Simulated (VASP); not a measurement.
A run of VASP 6.6.1 is set up as follows.

File INCAR:

```
SYSTEM = GaN
  PREC = Accurate
  ENCUT = 520
  EDIFF = 1E-7
  ISMEAR = 0
  SIGMA = 0.01
  LREAL = .False.
  LASPH = .True.
  NELM = 150
  ALGO = Normal
  ISIF = 2
  LWAVE = .False.
  LCHARG = .False.
  LNONCOLLINEAR = .True.
  MAGMOM = 0 0 0 0 0 0 0 0 0 0 0 0
  LORBIT = 11
  LSORBIT = .True.
  GGA_COMPAT = .False.
  LORBMOM = .True.
  GGA = PS
  NBANDS = 50
```

The input KPOINTS:

```
Automatic mesh
0
Gamma
  8 8 4
  0 0 0
```

File POSCAR:

```
GaN
1.0
    3.1105091416      0.0000000000      0.0000000000
   -1.5552545708      2.6937799353      0.0000000000
    0.0000000000      0.0000000000      5.0691696712
Ga N
2 2
Direct
    0.3333333333      0.6666666667     -0.0006769574
    0.6666666667      0.3333333333      0.4993230426
    0.3333333333      0.6666666667      0.3756769574
    0.6666666667      0.3333333333      0.8756769574
```

Potentials or basis: VASP PAW PBE potentials, release 64 (Ga_d, N).

Launch:

```sh
$ cat potpaw_PBE.64/Ga_d/POTCAR potpaw_PBE.64/N/POTCAR > POTCAR
$ mpirun -np 1 vasp_ncl > vasp.out
```

Problem. What does it give for the pressure?

Solution. 14.7 GPa.

Problem. What does it give for the net moment?

Solution. 0.00 μB per cell.

Moments on the atoms (μB; x, y, z):
```
Ga  0.00 0.00 0.00
Ga  0.00 0.00 0.00
N   0.00 0.00 0.00
N   0.00 0.00 0.00
```

Caveat: the cell stands under pressure; the PAW data sets were made with another functional, which shifts forces and pressure a little.
